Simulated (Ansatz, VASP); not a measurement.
## C in VASP and in Ansatz

The input INCAR:

```
  ALGO = Normal
  EDIFF = 1E-7
  ENCUT = 520
  GGA = PE
  ISIF = 2
  ISMEAR = 0
  LASPH = T
  LCHARG = F
  LREAL = F
  LWAVE = F
  NBANDS = 11
  NELM = 60
  PREC = Accurate
  SIGMA = 0.05
```

Contents of KPOINTS:

```
k-points
0
Gamma
  12 12 12
```

Contents of POSCAR:

```
C
1.0
    0.0000000000      1.8369020000      1.8369020000
    1.8369020000      0.0000000000      1.8369020000
    1.8369020000      1.8369020000      0.0000000000
C
2
Direct
    0.5000000000      0.5000000000      0.5000000000
    0.7500000000      0.7500000000      0.7500000000
```

Input for Ansatz:

```yaml
crystal:
  lattice:
    - [0.0, 1.836902, 1.836902]
    - [1.836902, 0.0, 1.836902]
    - [1.836902, 1.836902, 0.0]
  atoms:
    - { symbol: C, position: [0.5, 0.5, 0.5] }
    - { symbol: C, position: [0.75, 0.75, 0.75] }
basis:
  ecutwfc: 420
kpoints:
  mp_grid: { grid: [12, 12, 12] }
hamiltonian:
  xc: pbe
scf:
  occupations: { method: gaussian, width: 0.05 }
output:
  forces: true
  stress: true
  eigenvalues: true
```

Change from the starting cell: strain +0.030 along x and y, +0.030 along z, atoms carried along.

Alike in both runs: task single point; functional PBE; k mesh 12 × 12 × 12; occupations gaussian, width 0.05 eV; no spin polarisation.

|  | VASP | Ansatz |
| --- | --- | --- |
| version | VASP 6.6.1 | Ansatz 0.2.0 |
| potentials or method | VASP PAW PBE potentials, release 64 (C), cutoff 520 eV | scalar-relativistic, plane waves, PAW |
| valence electrons in the cell | 8 | 8 |

```csv
,VASP,Ansatz,Ansatz less VASP
gap on the k mesh at the Fermi level (eV),3.96,3.97,+0.011
least direct gap on the mesh (eV),5.35,5.35,+0.008
pressure (GPa),-30.9,-31.3,-0.36
```

Both programs put the cell under strong tension, so it lies far from rest at this level.

Noted on VASP's run: the cell as given lies far from equilibrium.
